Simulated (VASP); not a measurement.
Write the native input for VASP 6.6.1 that does the following.

* Task: density of states
* Functional: PBEsol
* Potentials or basis: VASP PAW PBE potentials, release 64 (Al)
* Cutoff: 520 eV
* k mesh: 16 × 16 × 16
* Occupations: fermi-dirac, width 0.1 eV
* Spin: no spin polarisation
* Dipole correction: no
* k mesh for the DOS: 24 × 24 × 24
* Occupations for the DOS: tetrahedron
* Further INCAR settings: ALGO = Normal; EDIFF = 1e-06; NBANDS = 8

The system is Al.

```
Al
1.0
     0.00000    2.00735    2.00735
     2.00735    0.00000    2.00735
     2.00735    2.00735    0.00000
Al
1
Cartesian
  0.0000 0.0000 0.0000
```

The input as run:

POSCAR

```
Al
1.0
    0.0000000000      2.0073479706      2.0073479706
    2.0073479706      0.0000000000      2.0073479706
    2.0073479706      2.0073479706      0.0000000000
Al
1
Direct
    0.0000000000      0.0000000000      0.0000000000
```

INCAR.step1

```
SYSTEM = Al
PREC     = Accurate       ! precision mode
ENCUT    = 520            ! plane-wave cutoff, eV
EDIFF    = 1E-6           ! SCF threshold, eV
ISMEAR   = -1             ! smearing method
SIGMA    = 0.1            ! smearing width, eV
LREAL    = .False.        ! projectors in reciprocal space
LASPH    = .True.         ! aspherical terms in the spheres
NELM     = 100            ! most SCF steps
ALGO     = Normal         ! electronic algorithm
ISIF     = 2              ! what is computed and relaxed
LWAVE    = .False.        ! write WAVECAR
LCHARG   = .True.         ! write CHGCAR
GGA      = PS             ! functional
NBANDS   = 8              ! bands
```

KPOINTS.step1

```
regular mesh
0
Gamma
  16 16 16
  0 0 0
```

INCAR.step2

```
SYSTEM = Al
PREC     = Accurate       ! precision mode
ENCUT    = 520            ! plane-wave cutoff, eV
EDIFF    = 1E-6           ! SCF threshold, eV
ISMEAR   = -5             ! smearing method
SIGMA    = 0.1            ! smearing width, eV
LREAL    = .False.        ! projectors in reciprocal space
LASPH    = .True.         ! aspherical terms in the spheres
NELM     = 100            ! most SCF steps
ALGO     = Normal         ! electronic algorithm
ISIF     = 2              ! what is computed and relaxed
LWAVE    = .False.        ! write WAVECAR
LCHARG   = .False.        ! write CHGCAR
GGA      = PS             ! functional
LORBIT   = 10             ! projections on sites
NBANDS   = 8              ! bands
NEDOS    = 1001           ! points of the DOS
ICHARG   = 11             ! starting density
```

KPOINTS.step2

```
regular mesh
0
Gamma
  24 24 24
  0 0 0
```

Potentials or basis: VASP PAW PBE potentials, release 64 (Al).

The run is started by

```sh
$ cat potpaw_PBE.64/Al/POTCAR > POTCAR
$ cp INCAR.step1 INCAR
$ cp KPOINTS.step1 KPOINTS
$ mpirun -np 1 vasp_std > vasp.out
$ cp INCAR.step2 INCAR
$ cp KPOINTS.step2 KPOINTS
$ mpirun -np 1 vasp_std > vasp.out
```

Results of the run:

```json
{
 "Valence electrons inside the program's atomic spheres": "Al 0.77"
}
```

Wall time 41 s on 1 thread of Intel(R) Xeon(R) Platinum 8259CL CPU @ 2.50GHz (Skylake/Cascade Lake) (shared host), peak memory 0.16 GiB.
